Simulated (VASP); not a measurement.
**BaTiO3: single point with PBEsol**

The system is BaTiO3.

```
Ba Ti O
1.0
     3.95549    0.00000    0.00000
     0.00000    3.95549    0.00000
     0.00000    0.00000    4.04404
Ba Ti O
1 1 3
Direct
  0.50000 0.50000 0.58252
  0.00000 0.00000 0.09773
  0.00000 0.50000 0.06348
  0.50000 0.00000 0.06348
  0.00000 0.00000 0.55279
```

| Property | Result |
| --- | --- |
| Program | VASP 6.6.1 |
| Task | single point |
| Functional | PBEsol |
| Potentials or basis | VASP PAW PBE potentials, release 64 (Ba_sv, Ti_sv, O_h) |
| Cutoff | 1340 eV |
| k mesh | 8 × 8 × 8 |
| Occupations | gaussian, width 0.02 eV |
| Spin | no spin polarisation |

The pressure is 1.8 GPa. The largest force is 0.038 eV/Å. The band gap on the k mesh is 1.79 eV (least direct gap 2.19 eV).

Forces on the atoms (eV/Å):
```
Ba   0.000  0.000 -0.038
Ti   0.000  0.000 -0.022
O    0.000  0.000  0.017
O    0.000  0.000  0.017
O    0.000  0.000  0.026
```

Levels at points of the mesh, in eV from the valence-band top:
```
           k point  band 16  band 17  band 18  band 19  band 20  band 21  band 22  band 23  band 24  band 25
(0.00, 0.00, 0.00)    -1.46    -1.27    -0.50    -0.40    -0.40     1.79     2.17     2.17     4.22     4.32
(0.50, 0.00, 0.00)    -2.08    -1.96    -1.78    -1.20    -1.02     2.30     3.61     3.68     4.26     6.02
(0.50, 0.50, 0.00)    -2.97    -1.86    -1.03    -1.03    -0.08     3.70     3.70     4.08     4.70     7.75
(0.00, 0.00, 0.50)    -2.07    -2.06    -2.06    -0.73    -0.73     1.95     3.63     3.63     4.22     6.23
(0.50, 0.00, 0.50)    -2.82    -1.78    -1.00    -0.97    -0.31     3.64     3.65     3.99     5.06     7.69
(0.50, 0.50, 0.50)    -2.51    -2.51    -0.22    -0.22     0.00     4.27     4.27     4.32     6.41     6.60
```

Run time: 12 min on 1 thread of Intel(R) Xeon(R) Platinum 8259CL CPU @ 2.50GHz (Skylake/Cascade Lake) (shared host), peak memory 0.7 GiB.

Caveat: the PAW data sets were made with another functional, which shifts forces and pressure a little; spin-orbit coupling is left out, which moves the levels of the heavy elements. A k mesh can miss the band edges.
